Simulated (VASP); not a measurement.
Here is a VASP 6.6.1 calculation.

INCAR

```
SYSTEM = Y
PREC     = Accurate       ! precision mode
ENCUT    = 520            ! plane-wave cutoff, eV
EDIFF    = 1E-6           ! SCF threshold, eV
ISMEAR   = -1             ! smearing method
SIGMA    = 0.1            ! smearing width, eV
LREAL    = .False.        ! projectors in reciprocal space
LASPH    = .True.         ! aspherical terms in the spheres
NELM     = 100            ! most SCF steps
ALGO     = Normal         ! electronic algorithm
ISIF     = 2              ! what is computed and relaxed
LWAVE    = .False.        ! write WAVECAR
LCHARG   = .False.        ! write CHGCAR
GGA      = CA             ! functional
NBANDS   = 18             ! bands
```

File KPOINTS:

```
regular mesh
0
Gamma
  8 8 5
  0 0 0
```

File POSCAR:

```
Y
1.0
    3.5362739240      0.0000000000      0.0000000000
   -1.7681369620      3.0625030529      0.0000000000
    0.0000000000      0.0000000000      5.5369829497
Y
2
Direct
    0.3333333333      0.6666666667      0.2500000000
    0.6666666667      0.3333333333      0.7500000000
```

Potentials or basis: VASP PAW LDA potentials, release 64 (Y_sv).

Launch:

```bash
$ cat potpaw_LDA.64/Y_sv/POTCAR > POTCAR
$ mpirun -np 1 vasp_std > vasp.out
```

Q: What does it give for the pressure?

A: -0.1 GPa.

Q: Estimate the band gap on the k mesh.

A: Zero (bands 11 and 12 overlap by 1.68 eV).
